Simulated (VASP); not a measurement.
Here is a VASP 6.6.1 calculation.

The input INCAR:

```
ALGO = Normal ; EDIFF = 1E-6
EDIFFG = -0.01 ; ENCUT = 600
IBRION = 2 ; ISIF = 3
ISMEAR = -1 ; LASPH = True
LCHARG = False ; LREAL = False
LWAVE = False ; NELM = 80
NSW = 60 ; PREC = Accurate
SIGMA = 0.05
```

File KPOINTS:

```
k-points
0
Gamma
  9 9 9
```

POSCAR

```
SnO2
1.0
   -2.0000686112      2.0000686112      5.1236788559
    2.0000686112     -2.0000686112      5.1236788559
    2.0000686112      2.0000686112     -5.1236788559
Sn O
2 4
Direct
    0.0000000000      0.0000000000      0.0000000000
    0.7500000000      0.2500000000      0.5000000000
    0.5465225900      0.0465225900      0.5000000000
    0.2034774100      0.2034774100      0.0000000000
    0.9534774100      0.4534774100      0.5000000000
    0.7965225900      0.7965225900      0.0000000000
```

Potentials or basis: VASP PAW LDA potentials, release 64 (Sn_d, O).

Command:

```sh
$ cat potpaw_LDA.64/Sn_d/POTCAR potpaw_LDA.64/O/POTCAR > POTCAR
$ mpirun -np 1 vasp_std > vasp.out
```

Question: What does it give for the band gap on the k mesh?

Answer: 1.72 eV (least direct gap 2.12 eV).

Question: Estimate the relaxed cell.

Answer: a = 5.818 Å, b = 5.818 Å, c = 5.818 Å, α = 140.03°, β = 140.03°, γ = 57.81°.

Question: What does it give for the relaxed volume?

Answer: 13.43 Å³/atom.

Stress tensor (GPa, compression positive):
```
0.03 0.00 0.00
0.00 0.03 0.00
0.00 0.00 0.11
```

Caveat: spin-orbit coupling is left out, which moves the levels of the heavy elements. A k mesh can miss the band edges.
